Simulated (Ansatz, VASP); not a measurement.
# ZnSe: VASP beside Ansatz

```
Zn Se
1.0
    -2.03056    2.03056    2.85588
     2.03056   -2.03056    2.85588
     2.03056    2.03056   -2.85588
Zn Se
1 1
Direct
  0.25000 0.75000 0.50000
  0.50000 0.50000 0.00000
```

Alike in both runs: functional PBE; k mesh 6 × 6 × 6; occupations gaussian, width 0.1 eV; no spin polarisation.

Ansatz relaxed the structure, and its values are those at the end. VASP's run is a single point on that final structure, the one shown.

|  | VASP | Ansatz |
| --- | --- | --- |
| version | VASP 6.6.1 | Ansatz 0.2.0 |
| potentials or method | VASP PAW PBE potentials, release 64 (Zn, Se), cutoff 520 eV | scalar-relativistic, plane waves, PAW |
| valence electrons in the cell | 18 | 28 |

```csv
,VASP,Ansatz,Ansatz less VASP
gap on the k mesh at the Fermi level (eV),1.14,1.14,-0.001
least direct gap on the mesh (eV),1.14,1.14,-0.001
pressure (GPa),0.2,0.0,-0.21
```

VASP's potentials hold 18 valence electrons a cell and Ansatz's 28, so a difference there can come from the potentials and not from the codes.
